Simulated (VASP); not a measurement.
# K (P6_3/mmc) in VASP: further runs

The runs below take K through single point, with r2SCAN.

Program: VASP 6.6.1. These are calculated values, not measurements. Logs are shortened: lines on timing, memory, paths and dates and some standing lists are left out, and cuts for length are marked.

**1. The cell of the first run**

The structure is hexagonal, space group P6_3/mmc (No. 194). The conventional cell has a = 4.765 Å, b = 4.765 Å, c = 7.782 Å, α = 90.00°, β = 90.00°, γ = 120.00°.

This isn't the form of K at room conditions, which is bcc.

**2. Single point, r2SCAN**

POSCAR

```
K
1.0
    4.7652552808      0.0000000000      0.0000000000
   -2.3826276404      4.1268321287      0.0000000000
    0.0000000000      0.0000000000      7.7819601594
K
2
Direct
    0.3333333333      0.6666666667      0.2500000000
    0.6666666667      0.3333333333      0.7500000000
```

INCAR.step1

```
SYSTEM = K
ALGO = Normal
EDIFF = 1E-4
ENCUT = 520
GGA = PE
ISMEAR = -1
LASPH = .True.
LCHARG = .False.
LREAL = .False.
LWAVE = .True.
NBANDS = 16
NELM = 100
PREC = Accurate
SIGMA = 0.1
```

INCAR.step2

```
SYSTEM = K
ALGO = Normal
EDIFF = 1E-6
ENCUT = 520
ISIF = 2
ISMEAR = -1
ISTART = 1
LASPH = .True.
LCHARG = .True.
LELF = .True.
LMIXTAU = .True.
LREAL = .False.
LVHAR = .True.
LWAVE = .False.
METAGGA = R2SCAN
NBANDS = 16
NELM = 100
PREC = Accurate
SIGMA = 0.1
```

KPOINTS

```
k-points
0
Gamma
  8 8 4
  0 0 0
```

Potentials or basis: VASP PAW PBE potentials, release 64 (K_sv).

Run with:

```sh
cat potpaw_PBE.64/K_sv/POTCAR > POTCAR
cp INCAR.step1 INCAR
mpirun -np 1 vasp_std > vasp.out
cp INCAR.step2 INCAR
mpirun -np 1 vasp_std > vasp.out
```

OUTCAR:

```text
SYSTEM = K
   EDIFF = 1E-6
   ENCUT = 520
   ISIF = 2
   ISMEAR = -1
   ISTART = 1
   LASPH = .True.
   LREAL = .False.
   METAGGA = R2SCAN
   NELM = 100
   PREC = Accurate

 ion  position               nearest neighbor table
   1  0.333  0.667  0.250-
   2  0.667  0.333  0.750-

  LATTYP: Found a hexagonal cell.
 ALAT       =     4.7652552808
 C/A-ratio  =     1.6330625960

  Lattice vectors:

 A1 = (   4.7652552808,   0.0000000000,   0.0000000000)
 A2 = (  -2.3826276404,   4.1268321287,   0.0000000000)
 A3 = (   0.0000000000,   0.0000000000,   7.7819601594)

Analysis of symmetry for initial positions (statically):
=====================================================================
 Subroutine PRICEL returns:
 Original cell was already a primitive cell.

 Routine SETGRP: Setting up the symmetry group for a
 hexagonal supercell.

 Subroutine GETGRP returns: Found 24 space group operations
 (whereof 12 operations were pure point group operations)
 out of a pool of 24 trial point group operations.

The static configuration has the point symmetry D_3d.
 The point group associated with its full space group is D_6h.

Analysis of symmetry for dynamics (positions and initial velocities):
=====================================================================
 Subroutine PRICEL returns:
 Original cell was already a primitive cell.

 Routine SETGRP: Setting up the symmetry group for a
 hexagonal supercell.

 Subroutine GETGRP returns: Found 24 space group operations
 (whereof 12 operations were pure point group operations)
 out of a pool of 24 trial point group operations.

The dynamic configuration has the point symmetry D_3d.
 The point group associated with its full space group is D_6h.

 Subroutine INISYM returns: Found 24 space group operations
 (whereof 12 operations are pure point group operations),
 and found     1 'primitive' translations

----------------------------------------------------------------------------------------

                                     Primitive cell

  volume of cell :     153.0354

  direct lattice vectors                    reciprocal lattice vectors
     4.765255281  0.000000000  0.000000000     0.209852346  0.121158308  0.000000000
    -2.382627640  4.126832129  0.000000000     0.000000000  0.242316617  0.000000000
     0.000000000  0.000000000  7.781960159     0.000000000  0.000000000  0.128502328

  length of vectors
[... 80 lines left out ...]
   ENCUT  =  520.0 eV  38.22 Ry    6.18 a.u.   8.86  8.86 14.47*2*pi/ulx,y,z
   NELM   =    100;   NELMIN=  2; NELMDL=  0     # of ELM steps
   EDIFF  = 0.1E-05   stopping-criterion for ELM
   LREAL  =      F    real-space projection
   EDIFFG = 0.1E-04   stopping-criterion for IOM
   NSW    =      0    number of steps for IOM
   IBRION =     -1    ionic relax: 0-MD 1-quasi-New 2-CG
   NFREE  =      0    steps in history (QN), initial steepest desc. (CG)
   ISIF   =      2    stress and relaxation
   ISYM   =      2    0-nonsym 1-usesym 2-fastsym
   POTIM  = 0.5000    time-step for ionic-motion
   TEBEG  =    0.0;   TEEND  =   0.0 temperature during run
   PSTRESS=    0.0 pullay stress
   NELECT =      18.0000    total number of electrons
   NUPDOWN=      -1.0000    fix difference up-down
   EMIN   =  10.00;   EMAX   =-10.00  energy-range for DOS
   EFERMI =   0.00;   METHOD = LEGACY
   ISMEAR =    -1;   SIGMA  =   0.10  broadening in eV -4-tet -1-fermi 0-gaus
   EFERMI_NEDOS =   21; number of points for ismear=-14 and -15
   IALGO  =     38    algorithm
   IMIX   =      4    mixing-type and parameters
     AMIX     =   0.40;   BMIX     =  1.00
     AMIX_MAG =   1.60;   BMIX_MAG =  1.00
  volume/ion in A,a.u.               =      76.52       516.37
  Fermi-wavevector in a.u.,A,eV,Ry     =   0.802112  1.515772  8.753766  0.643384
  Thomas-Fermi vector in A             =   1.909727
   LORBIT       =      0    0 simple, 1 ext, 2 COOP (PROOUT), +10 PAW based schemes
   METAGGA = R2SCAN    functional components
   LHFCALC =     F    Hartree Fock is set to
   AEXX    =    0.0000 exact exchange contribution
   IVDW    =     0    specifies the selected vdW correction
   LEPSILON=     F    determine dielectric tensor
   LRPA    =     F    only Hartree local field effects (RPA)
 non-spin polarized calculation
  energy-cutoff  :      520.00
  volume of cell :      153.04
 maximum number of plane-waves:      4146
 NGX is ok and might be reduce to    36
   NGX = 17   NGY = 17   NGZ = 29

 number of electron      18.0000002 magnetization

 Free energy of the ion-electron system (eV)
  ---------------------------------------------------
  ext. energy  EPLUGINS =         0.00000000
  ---------------------------------------------------
  free energy    TOTEN  =       -12.04926648 eV

  energy without entropy =      -12.00207843  energy(sigma->0) =      -12.02567245

 E-fermi :  -0.1831     XC(G=0):  -5.8110

 val. band max:       -0.2170440028   @ k =   0.3750   0.1250   0.2500
 cond. band min:       0.0365637046   @ k =   0.5000   0.0000   0.0000
 fundamental gap:      0.2536077074
 Fermi energy:        -0.1830956029

 k-point     1 :       0.0000    0.0000    0.0000
  band No.  band energies     occupation
      1     -33.8261      2.00000
      2     -33.8229      2.00000
      3     -16.5600      2.00000
      4     -16.5087      2.00000
      5     -16.5087      2.00000
      6     -16.5005      2.00000
[... 433 lines left out ...]
      3     -16.5518      2.00000
      4     -16.5518      2.00000
      5     -16.5163      2.00000
      6     -16.5163      2.00000
[... 8 lines left out ...]
     15       4.5584      0.00000
     16       4.5584      0.00000

 [... further k-points ...]

------------------------ aborting loop because EDIFF is reached ----------------------------------------

  FORCE on cell =-STRESS in cart. coord.  units (eV):
  Direction    XX          YY          ZZ          XY          YZ          ZX
  --------------------------------------------------------------------------------------
  -------------------------------------------------------------------------------------
  Total        0.0033357      0.0033357      0.0009853      0.0000000      0.0000000      0.0000000
  in kB        0.0349224      0.0349224      0.0103150      0.0000000      0.0000000      0.0000000
  external PRESSURE =       0.0267199 kB  Pullay stress =       0.0000000 kB

 VOLUME and BASIS-vectors are now :
 -----------------------------------------------------------------------------
  energy-cutoff  :      520.00
  volume of cell :      153.04
      direct lattice vectors                 reciprocal lattice vectors
     4.765255281  0.000000000  0.000000000     0.209852346  0.121158308  0.000000000
    -2.382627640  4.126832129  0.000000000     0.000000000  0.242316617  0.000000000
     0.000000000  0.000000000  7.781960159     0.000000000  0.000000000  0.128502328

 POSITION                                       TOTAL-FORCE (eV/Angst)
 -----------------------------------------------------------------------------------
     -0.00000      2.75122      1.94549         0.000000     -0.000000      0.000000
      2.38263      1.37561      5.83647        -0.000000      0.000000      0.000000
 -----------------------------------------------------------------------------------
    total drift:                                0.000000     -0.000000      0.000000

  FREE ENERGIE OF THE ION-ELECTRON SYSTEM (eV)
  ---------------------------------------------------
  free  energy   TOTEN  =       -12.0492664759 eV

  energy  without entropy=      -12.0020784321  energy(sigma->0) =      -12.02567245
```

OSZICAR.step1:

```text
N       E                     dE             d eps       ncg     rms          rms(c)
DAV:   1     0.118589378632E+03    0.11859E+03   -0.77165E+03   960   0.887E+02
DAV:   2     0.717914613395E+01   -0.11141E+03   -0.10883E+03  1208   0.260E+02
DAV:   3    -0.146293145886E+01   -0.86421E+01   -0.86172E+01  1744   0.539E+01
DAV:   4    -0.210648714682E+01   -0.64356E+00   -0.64346E+00  1456   0.104E+01
DAV:   5    -0.211990938816E+01   -0.13422E-01   -0.13422E-01  1560   0.120E+00    0.268E+00
DAV:   6    -0.212070989035E+01   -0.80050E-03   -0.53412E-03  1456   0.370E-01    0.165E+00
DAV:   7    -0.212153321610E+01   -0.82333E-03   -0.43771E-03  1328   0.404E-01    0.630E-02
DAV:   8    -0.212166769343E+01   -0.13448E-03   -0.44733E-04  1504   0.143E-01    0.350E-02
DAV:   9    -0.212170817631E+01   -0.40483E-04   -0.28017E-05   808   0.526E-02
   1 F= -.21217082E+01 E0= -.20964552E+01  d E =-.505059E-01
```

Wall time 8.6 min (1 thread of Oxide Virtual Turin-like, shared host); peak memory 0.28 GiB.

Results:

| Property | Result |
| --- | --- |
| Free energy | -12.0493 eV |
| Pressure | 0.0 GPa |
| Band gap on the k mesh | zero (bands 9 and 10 overlap by 2.55 eV) |

Caveat: the PAW data sets were made with another functional, which shifts forces and pressure a little.

**3. Single point, r2SCAN (67.34 Å³/atom)**

This run uses another cell than the first one, of 67.34 Å³/atom.

POSCAR

```
K
1.0
    4.5664677553      0.0000000000      0.0000000000
   -2.2832338776      3.9546770816      0.0000000000
    0.0000000000      0.0000000000      7.4573276870
K
2
Direct
    0.3333333333      0.6666666667      0.2500000000
    0.6666666667      0.3333333333      0.7500000000
```

INCAR.step1

```
PREC = Accurate ; ENCUT = 520
ISMEAR = -1 ; SIGMA = 0.1
LREAL = F ; LASPH = T
NELM = 80 ; NBANDS = 16
GGA = PE ; ALGO = Normal
EDIFF = 1E-4 ; LWAVE = T
LCHARG = F
```

INCAR.step2

```
PREC = Accurate ; ENCUT = 520
EDIFF = 1E-7 ; ISMEAR = -1
SIGMA = 0.1 ; LREAL = F
LASPH = T ; NELM = 80
ALGO = Normal ; ISIF = 2
LWAVE = F ; LCHARG = F
METAGGA = R2SCAN ; LMIXTAU = T
NBANDS = 16 ; ISTART = 1
```

KPOINTS

```
Automatic mesh
0
Gamma
  9 9 5
```

Potentials or basis: VASP PAW PBE potentials, release 64 (K_sv).

Run with:

```sh
cat potpaw_PBE.64/K_sv/POTCAR > POTCAR
cp INCAR.step1 INCAR
mpirun -np 1 vasp_std > vasp.out
cp INCAR.step2 INCAR
mpirun -np 1 vasp_std > vasp.out
```

Wall time 8.9 min (1 thread of Oxide Virtual Turin-like, shared host); peak memory 0.27 GiB.

Results (log left out):

| Item | Value |
| --- | --- |
| Free energy | -12.0163 eV |
| Pressure | 0.6 GPa |
| Band gap on the k mesh | zero (bands 9 and 10 overlap by 2.35 eV) |

Stress tensor (GPa, compression positive):
```
0.53 0.00 0.00
0.00 0.53 0.00
0.00 0.00 0.63
```

Levels at points of the mesh, in eV from the Fermi level:
```tsv
k point	band 7	band 8	band 9	band 10	band 11	band 12
(0.00, 0.00, 0.00)	-16.27	-16.27	-2.44	0.44	0.52	4.57
```

Caveat: the PAW data sets were made with another functional, which shifts forces and pressure a little.

**4. Single point, r2SCAN (70.40 Å³/atom)**

This run uses another cell than the first one, of 70.40 Å³/atom.

POSCAR

```
K
1.0
    4.6346340402      0.0000000000      0.0000000000
   -2.3173170201      4.0137108160      0.0000000000
    0.0000000000      0.0000000000      7.5686474971
K
2
Direct
    0.3333333333      0.6666666667      0.2500000000
    0.6666666667      0.3333333333      0.7500000000
```

INCAR.step1

```
  PREC = Accurate
  ENCUT = 520
  ISMEAR = -1
  SIGMA = 0.1
  LREAL = False
  LASPH = True
  NELM = 60
  NBANDS = 16
  GGA = PE
  ALGO = Normal
  EDIFF = 1E-4
  LWAVE = True
  LCHARG = False
```

INCAR.step2

```
  PREC = Accurate
  ENCUT = 520
  EDIFF = 1E-6
  ISMEAR = -1
  SIGMA = 0.1
  LREAL = False
  LASPH = True
  NELM = 60
  ALGO = Normal
  ISIF = 2
  LWAVE = False
  LCHARG = True
  METAGGA = R2SCAN
  LMIXTAU = True
  LELF = True
  LVHAR = True
  NBANDS = 16
  ISTART = 1
```

KPOINTS

```
regular mesh
0
Gamma
  9 9 5
```

Run with:

```sh
cat potpaw_PBE.64/K_sv/POTCAR > POTCAR
cp INCAR.step1 INCAR
mpirun -np 1 vasp_std > vasp.out
cp INCAR.step2 INCAR
mpirun -np 1 vasp_std > vasp.out
```

Run time: 7.1 min. Hardware: 1 thread of Oxide Virtual Turin-like, shared host; peak memory 0.27 GiB.

The run converged. Its results:

- Free energy: -12.0344 eV
- Pressure: 0.3 GPa
- Band gap on the k mesh: zero (bands 9 and 10 overlap by 2.32 eV)

Stress tensor (GPa, compression positive):
```
0.31 0.00 0.00
0.00 0.31 0.00
0.00 0.00 0.39
```

Levels at points of the mesh, in eV from the Fermi level:
| k point | band 7 | band 8 | band 9 | band 10 | band 11 | band 12 |
| --- | --- | --- | --- | --- | --- | --- |
| (0.00, 0.00, 0.00) | -16.30 | -16.30 | -2.38 | 0.45 | 0.50 | 4.53 |

Caveat: the PAW data sets were made with another functional, which shifts forces and pressure a little.

**5. Single point, r2SCAN (73.46 Å³/atom)**

This run uses another cell than the first one, of 73.46 Å³/atom.

POSCAR

```
K
1.0
    4.7008520443      0.0000000000      0.0000000000
   -2.3504260222      4.0710572898      0.0000000000
    0.0000000000      0.0000000000      7.6767856429
K
2
Direct
    0.3333333333      0.6666666667      0.2500000000
    0.6666666667      0.3333333333      0.7500000000
```

INCAR.step1

```
SYSTEM = K
  PREC = Accurate
  ENCUT = 520
  ISMEAR = -1
  SIGMA = 0.1
  LREAL = .FALSE.
  LASPH = .TRUE.
  NELM = 80
  NBANDS = 16
  GGA = PE
  ALGO = Normal
  EDIFF = 1E-4
  LWAVE = .TRUE.
  LCHARG = .FALSE.
```

INCAR.step2

```
SYSTEM = K
  PREC = Accurate
  ENCUT = 520
  EDIFF = 1E-6
  ISMEAR = -1
  SIGMA = 0.1
  LREAL = .FALSE.
  LASPH = .TRUE.
  NELM = 80
  ALGO = Normal
  ISIF = 2
  LWAVE = .FALSE.
  LCHARG = .TRUE.
  METAGGA = R2SCAN
  LMIXTAU = .TRUE.
  LELF = .TRUE.
  LVHAR = .TRUE.
  NBANDS = 16
  ISTART = 1
```

KPOINTS

```
Automatic mesh
0
G
  9 9 5
  0 0 0
```

Run with:

```sh
cat potpaw_PBE.64/K_sv/POTCAR > POTCAR
cp INCAR.step1 INCAR
mpirun -np 1 vasp_std > vasp.out
cp INCAR.step2 INCAR
mpirun -np 1 vasp_std > vasp.out
```

It took 10 min on 1 thread of Oxide Virtual Turin-like, shared host; peak memory 0.29 GiB.

It converged, with:

* Free energy: -12.0447 eV
* Pressure: 0.2 GPa
* Band gap on the k mesh: zero (bands 9 and 10 overlap by 2.29 eV)

Levels at points of the mesh, in eV from the Fermi level:
| k point | band 5 | band 6 | band 7 | band 8 | band 9 | band 10 | band 11 | band 12 | band 13 | band 14 |
| --- | --- | --- | --- | --- | --- | --- | --- | --- | --- | --- |
| (0.00, 0.00, 0.00) | -16.34 | -16.33 | -16.33 | -16.33 | -2.32 | 0.45 | 0.48 | 4.50 | 4.50 | 4.59 |

Caveat: the PAW data sets were made with another functional, which shifts forces and pressure a little.

**6. Overview**

```tsv
cell	k mesh	gap on the mesh (eV)	pressure (GPa)
a = 4.765, b = 4.765, c = 7.782 Å, angles 90.0, 90.0, 120.0°, 2 atoms	8 × 8 × 4	none	0.0
a = 4.566, b = 4.566, c = 7.457 Å, angles 90.0, 90.0, 120.0°, 2 atoms	9 × 9 × 5	none	0.6
a = 4.635, b = 4.635, c = 7.569 Å, angles 90.0, 90.0, 120.0°, 2 atoms	9 × 9 × 5	none	0.3
a = 4.701, b = 4.701, c = 7.677 Å, angles 90.0, 90.0, 120.0°, 2 atoms	9 × 9 × 5	none	0.2
```

Alike in all rows: task single point; level r2SCAN; potentials or basis VASP PAW PBE potentials, release 64 (K_sv); no spin polarisation; cutoff (eV) 520; smearing fermi-dirac 0.1 eV.

Caveats: the PAW data sets were made with another functional, which shifts forces and pressure a little.

Total energies depend on the potentials used, so only differences within one code and one set of settings carry meaning.

The gap in the log of VASP goes by the Fermi energy; the results here count the filled bands.